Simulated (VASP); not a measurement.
# Au in VASP: notebook, part 2 of 2

VASP 6.6.1.

### 4 Single point, PBE (uniaxial strain along a: -4.0 %)

Contents of INCAR:

```
SYSTEM = Au
PREC = Accurate ; ENCUT = 520
EDIFF = 1E-6 ; ISMEAR = 0
SIGMA = 0.1 ; LREAL = .False.
LASPH = .True. ; NELM = 100
ALGO = Fast ; ISIF = 2
LWAVE = .False. ; LCHARG = .False.
GGA = PE ; NBANDS = 18
```

Contents of KPOINTS:

```
regular mesh
0
Gamma
  16 16 16
  0 0 0
```

Contents of POSCAR:

```
Au
1.0
    3.1692566768      0.0000000000      0.0000000000
    0.0000000000      3.3343221287      0.0000000000
    0.0000000000      0.0000000000      3.3343221287
Au
2
Direct
    0.0000000000      0.0000000000      0.0000000000
    0.5000000000      0.5000000000      0.5000000000
```

Potentials or basis: VASP PAW PBE potentials, release 64 (Au).

Run with:

```
> cat potpaw_PBE.64/Au/POTCAR > POTCAR
> mpirun -np 1 vasp_std > vasp.out
```

OUTCAR:

```text
SYSTEM = Au
   PREC = Accurate
   ENCUT = 520
   EDIFF = 1E-6
   ISMEAR = 0
   LREAL = .False.
   LASPH = .True.
   NELM = 100
   ISIF = 2
   GGA = PE

 ion  position               nearest neighbor table
   1  0.000  0.000  0.000-   2 2.84   2 2.84   2 2.84   2 2.84   2 2.84   2 2.84   2 2.84   2 2.84

   2  0.500  0.500  0.500-   1 2.84   1 2.84   1 2.84   1 2.84   1 2.84   1 2.84   1 2.84   1 2.84

  LATTYP: Found a simple tetragonal cell.
 ALAT       =     3.3343221287
 C/A-ratio  =     0.9504950495

  Lattice vectors:

 A1 = (   0.0000000000,   3.3343221287,   0.0000000000)
[... 696 lines left out ...]
      6       5.0848      2.00000
[... 10 lines left out ...]
     17      24.1351      0.00000
     18      24.7428      0.00000

 [... further k-points ...]
[... 5 lines left out ...]
  --------------------------------------------------------------------------------------
  -------------------------------------------------------------------------------------
  Total        0.6271805      0.7453079      0.7453079      0.0000000      0.0000000      0.0000000
  in kB       28.5187593     33.8901724     33.8901724      0.0000000      0.0000000      0.0000000
  external PRESSURE =      32.0997014 kB  Pullay stress =       0.0000000 kB

 VOLUME and BASIS-vectors are now :
 -----------------------------------------------------------------------------
  energy-cutoff  :      520.00
  volume of cell :       35.23
      direct lattice vectors                 reciprocal lattice vectors
     3.169256677  0.000000000  0.000000000     0.315531401  0.000000000  0.000000000
     0.000000000  3.334322129  0.000000000     0.000000000  0.299911035  0.000000000
     0.000000000  0.000000000  3.334322129     0.000000000  0.000000000  0.299911035

 POSITION                                       TOTAL-FORCE (eV/Angst)
 -----------------------------------------------------------------------------------
      0.00000      0.00000      0.00000         0.000000      0.000000      0.000000
      1.58463      1.66716      1.66716        -0.000000     -0.000000     -0.000000
 -----------------------------------------------------------------------------------
    total drift:                                0.000000      0.000000     -0.000000

  FREE ENERGIE OF THE ION-ELECTRON SYSTEM (eV)
  ---------------------------------------------------
  free  energy   TOTEN  =        -6.3976890306 eV

  energy  without entropy=       -6.3955878558  energy(sigma->0) =       -6.39663844
```

OSZICAR:

```text
N       E                     dE             d eps       ncg     rms          rms(c)
DAV:   1     0.123971802101E+03    0.12397E+03   -0.11536E+04 14972   0.117E+03
DAV:   2    -0.484000926507E+01   -0.12881E+03   -0.12256E+03 15554   0.259E+02
DAV:   3    -0.693561194543E+01   -0.20956E+01   -0.20851E+01 16678   0.334E+01
DAV:   4    -0.694500181826E+01   -0.93899E-02   -0.93891E-02 15896   0.241E+00
DAV:   5    -0.694508917759E+01   -0.87359E-04   -0.87358E-04 16002   0.243E-01    0.117E+01
RMM:   6    -0.643450241239E+01    0.51059E+00   -0.90604E-01 14586   0.712E+00    0.753E+00
RMM:   7    -0.640165729591E+01    0.32845E-01   -0.11206E-01 14891   0.268E+00    0.364E+00
RMM:   8    -0.639779747860E+01    0.38598E-02   -0.10668E-02 15000   0.776E-01    0.498E-01
RMM:   9    -0.639767730165E+01    0.12018E-03   -0.11093E-03 15476   0.256E-01    0.155E-01
RMM:  10    -0.639768823843E+01   -0.10937E-04   -0.15213E-04 15577   0.833E-02    0.107E-01
RMM:  11    -0.639768884788E+01   -0.60945E-06   -0.31506E-05 15501   0.357E-02    0.164E-02
RMM:  12    -0.639768903056E+01   -0.18268E-06   -0.31072E-06 12427   0.113E-02
   1 F= -.63976890E+01 E0= -.63966384E+01  d E =-.210117E-02
```

stdout:

```text
POSCAR found type information on POSCAR Au
 POSCAR found :  1 types and       2 ions
 scaLAPACK will be used
 LDA part: xc-table for (Slater+PW92), standard interpolation
 POSCAR, INCAR and KPOINTS ok, starting setup
 FFT: planning ... GRIDC
 FFT: planning ... GRID_SOFT
 FFT: planning ... GRID
 WAVECAR not read
 entering main loop
```

Wall time 84 s (1 thread of Intel Xeon Platinum 8488C (Sapphire Rapids), shared host); peak memory 0.32 GiB.

What came out:

* Free energy: -6.3977 eV
* Pressure: 3.2 GPa
* Band gap on the k mesh: zero (band 11 reaches 11.99 eV, above the bottom of band 12 at 6.82 eV)

Caveat: the cell differs from its parent crystal (uniaxial strain along a: -4.0 %); spin-orbit coupling is left out, which moves the levels of the heavy elements.

### 5 Single point, PBE (uniaxial strain along a: +2.0 %, then relaxed in part)

Contents of INCAR:

```
SYSTEM = Au
ALGO     = Fast           ! electronic algorithm
EDIFF    = 1E-6           ! SCF threshold, eV
ENCUT    = 520            ! plane-wave cutoff, eV
GGA      = PE             ! functional
ISIF     = 2              ! what is computed and relaxed
ISMEAR   = 0              ! smearing method
LASPH    = .TRUE.         ! aspherical terms in the spheres
LCHARG   = .FALSE.        ! write CHGCAR
LREAL    = .FALSE.        ! projectors in reciprocal space
LWAVE    = .FALSE.        ! write WAVECAR
NBANDS   = 18             ! bands
NELM     = 100            ! most SCF steps
PREC     = Accurate       ! precision mode
SIGMA    = 0.1            ! smearing width, eV
```

Contents of KPOINTS:

```
k-points
0
G
  16 16 16
  0 0 0
```

Contents of POSCAR:

```
Au
1.0
    3.3673352191      0.0000000000      0.0000000000
    0.0000000000      3.2727000235      0.0000000000
    0.0000000000      0.0000000000      3.2727000235
Au
2
Direct
    0.0000000000      0.0000000000      0.0000000000
    0.5000000000      0.5000000000      0.5000000000
```

Run with:

```
> cat potpaw_PBE.64/Au/POTCAR > POTCAR
> mpirun -np 1 vasp_std > vasp.out
```

It took 87 s on 1 thread of Intel Xeon Platinum 8488C (Sapphire Rapids), shared host; peak memory 0.31 GiB.

Results (log left out):

```yaml
Free_energy: -6.4038 eV
Pressure: -0.2 GPa
Band_gap_on_the_k_mesh: zero (band 11 reaches 11.51 eV, above the bottom of band 12 at 6.46 eV)
```

Levels at points of the mesh, in eV from the Fermi level:
```
           k point  band 8  band 9  band 10  band 11  band 12  band 13  band 14  band 15
(0.00, 0.00, 0.00)   -2.72   -1.79    -1.74    -1.74     5.73     6.52     6.52     9.04
(0.50, 0.00, 0.00)   -3.92   -3.23    -3.23    -2.10    -2.10    12.59    12.59    13.38
(0.00, 0.50, 0.00)   -3.94   -3.29    -3.29    -1.78    -1.78    12.15    12.15    12.97
(0.50, 0.50, 0.00)   -2.63   -1.43    -1.43    -0.44    -0.44     3.18     3.18    12.49
(0.00, 0.50, 0.50)   -2.57   -1.39    -1.39    -0.28    -0.28     3.40     3.40    12.08
(0.50, 0.50, 0.50)   -2.65   -2.53    -2.53     2.73     2.73     6.90     6.90     6.90
```

Caveat: the cell differs from its parent crystal (uniaxial strain along a: +2.0 %, then relaxed in part); spin-orbit coupling is left out, which moves the levels of the heavy elements.

### 6 Single point, PBE (volume scaled by 0.98)

Contents of INCAR:

```
PREC = Accurate
ENCUT = 520
EDIFF = 1E-6
ISMEAR = -1
SIGMA = 0.15
LREAL = False
LASPH = True
NELM = 80
ALGO = Normal
ISIF = 2
LWAVE = False
LCHARG = True
GGA = PE
LELF = True
LVHAR = True
NBANDS = 12
```

Contents of KPOINTS:

```
regular mesh
0
Gamma
  20 20 20
```

Contents of POSCAR:

```
Au
1.0
   -1.6408497956      1.6408497956      1.6408497956
    1.6408497956     -1.6408497956      1.6408497956
    1.6408497956      1.6408497956     -1.6408497956
Au
1
Direct
    0.0000000000      0.0000000000      0.0000000000
```

Potentials or basis: VASP PAW PBE potentials, release 64 (Au).

Run with:

```
> cat potpaw_PBE.64/Au/POTCAR > POTCAR
> mpirun -np 1 vasp_std > vasp.out
```

Wall time 2.3 min (1 thread of AMD EPYC 7R13, shared host); peak memory 0.15 GiB.

It converged, with:

| Item | Value |
| --- | --- |
| Free energy | -3.2081 eV |
| Pressure | 2.7 GPa |

Levels at points of the mesh, in eV from the Fermi level:
| k point | band 3 | band 4 | band 5 | band 6 | band 7 | band 8 | band 9 | band 10 |
| --- | --- | --- | --- | --- | --- | --- | --- | --- |
| (0.00, 0.00, 0.00) | -4.69 | -4.69 | -2.86 | -2.86 | 16.50 | 16.50 | 16.50 | 23.68 |
| (0.50, 0.00, 0.00) | -3.00 | -2.68 | -1.41 | -0.48 | 3.36 | 12.36 | 13.67 | 21.33 |
| (0.50, 0.50, 0.50) | -1.77 | -1.77 | -1.77 | 6.27 | 6.27 | 6.27 | 9.30 | 15.62 |

Caveat: spin-orbit coupling is left out, which moves the levels of the heavy elements.

### 7 Summary

```csv
cell,k mesh,smearing,gap on the mesh (eV),pressure (GPa)
"a = 2.951 Å, angles 109.5°, 1 atom",18 × 18 × 18,gaussian 0.1 eV,none,-9.8
"a = 3.301 Å, 2 atoms",16 × 16 × 16,gaussian 0.1 eV,none,0.2
"a = 3.169, b = 3.334, c = 3.334 Å, 2 atoms",16 × 16 × 16,gaussian 0.1 eV,none,3.2
"a = 3.367, b = 3.273, c = 3.273 Å, 2 atoms",16 × 16 × 16,gaussian 0.1 eV,none,-0.2
"a = 2.842 Å, angles 109.5°, 1 atom",20 × 20 × 20,fermi-dirac 0.15 eV,none,2.7
```

Alike in all rows: task single point; level PBE; potentials or basis VASP PAW PBE potentials, release 64 (Au); no spin polarisation; cutoff (eV) 520.

Caveats: spin-orbit coupling is left out, which moves the levels of the heavy elements.

Absolute energies hang on the potentials; compare differences alone.
